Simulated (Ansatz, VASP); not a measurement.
## One calculation of Sr, two programs

File INCAR:

```
  PREC = Accurate
  ENCUT = 520
  EDIFF = 1E-7
  ISMEAR = -1
  SIGMA = 0.1
  LREAL = F
  LASPH = T
  NELM = 80
  ALGO = Normal
  ISIF = 2
  LWAVE = F
  LCHARG = T
  GGA = PS
  LELF = T
  LVHAR = T
  NBANDS = 11
```

File KPOINTS:

```
Automatic mesh
0
Gamma
  10 10 10
```

POSCAR

```
Sr
1.0
    3.6719742521      0.0000000000      0.0000000000
    0.0000000000      3.6719742521      0.0000000000
    0.0000000000      0.0000000000      3.6719742521
Sr
1
Direct
    0.0000000000      0.0000000000      0.0000000000
```

Input for Ansatz:

```yaml
crystal:
  lattice:
    - [3.6719742521, 0.0, 0.0]
    - [0.0, 3.6719742521, 0.0]
    - [0.0, 0.0, 3.6719742521]
  atoms:
    - { symbol: Sr, position: [0.0, 0.0, 0.0] }
hamiltonian:
  xc: pbesol
  pseudopotentials:
    kind: paw
    azcp:
      Sr: "pseudopotentials/Sr.paw.azcp"
basis:
  ecutwfc: 420
  fft_grid_basis: typed
kpoints:
  mp_grid: { grid: [10, 10, 10], shift: [0, 0, 0] }
magnetization:
  spin_polarized: false
scf:
  occupations: { method: fermi_dirac, width: 0.1 }
  lower_state_search: "off"
output:
  stress: true
```

Alike in both runs: task single point; functional PBEsol; k mesh 10 × 10 × 10; occupations fermi-dirac, width 0.1 eV; no spin polarisation.

|  | VASP | Ansatz |
| --- | --- | --- |
| version | VASP 6.6.1 | Ansatz 0.2.0 |
| potentials or method | VASP PAW PBE potentials, release 64 (Sr_sv), cutoff 520 eV | plane waves (420 eV) with PAW, scalar-relativistic |
| valence electrons in the cell | 10 | 10 |

```csv
,VASP,Ansatz,Ansatz less VASP
pressure (GPa),0.7,0.7,-0.02
```

VASP's potentials were made for PBE, not for PBEsol, and Ansatz warns of the same on its side.
